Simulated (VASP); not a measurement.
Here is a VASP 6.6.1 calculation.

POSCAR

```
Ir
1.0
    4.3485663814      0.0000000000      0.0000000000
   -2.1742831907      3.7659689563      0.0000000000
    0.0000000000      0.0000000000      2.6856969328
Ir
3
Direct
    1.0000000000      1.0000000000      0.0000000000
    0.3333333333      0.6666666667      0.5000000000
    0.6666666667      0.3333333333      0.5000000000
```

Contents of INCAR.step1:

```
  PREC = Accurate
  ENCUT = 520
  ISMEAR = -1
  SIGMA = 0.1
  LREAL = F
  LASPH = T
  NELM = 100
  NBANDS = 20
  GGA = PE
  ALGO = Normal
  EDIFF = 1E-4
  LWAVE = T
  LCHARG = F
```

Contents of INCAR.step2:

```
  PREC = Accurate
  ENCUT = 520
  EDIFF = 1E-7
  ISMEAR = -1
  SIGMA = 0.1
  LREAL = F
  LASPH = T
  NELM = 100
  ALGO = Normal
  ISIF = 2
  LWAVE = F
  LCHARG = F
  METAGGA = R2SCAN
  LMIXTAU = T
  NBANDS = 20
  ISTART = 1
```

KPOINTS

```
regular mesh
0
Gamma
  9 9 12
```

Potentials or basis: VASP PAW PBE potentials, release 64 (Ir).

Command:

```sh
$ cat potpaw_PBE.64/Ir/POTCAR > POTCAR
$ cp INCAR.step1 INCAR
$ mpirun -np 1 vasp_std > vasp.out
$ cp INCAR.step2 INCAR
$ mpirun -np 1 vasp_std > vasp.out
```

Estimate the pressure.

2.3 GPa.

Stress tensor (GPa, compression positive):
```
2.43 0.00 0.00
0.00 2.43 0.00
0.00 0.00 2.01
```

Caveat: the PAW data sets were made with another functional, which shifts forces and pressure a little.
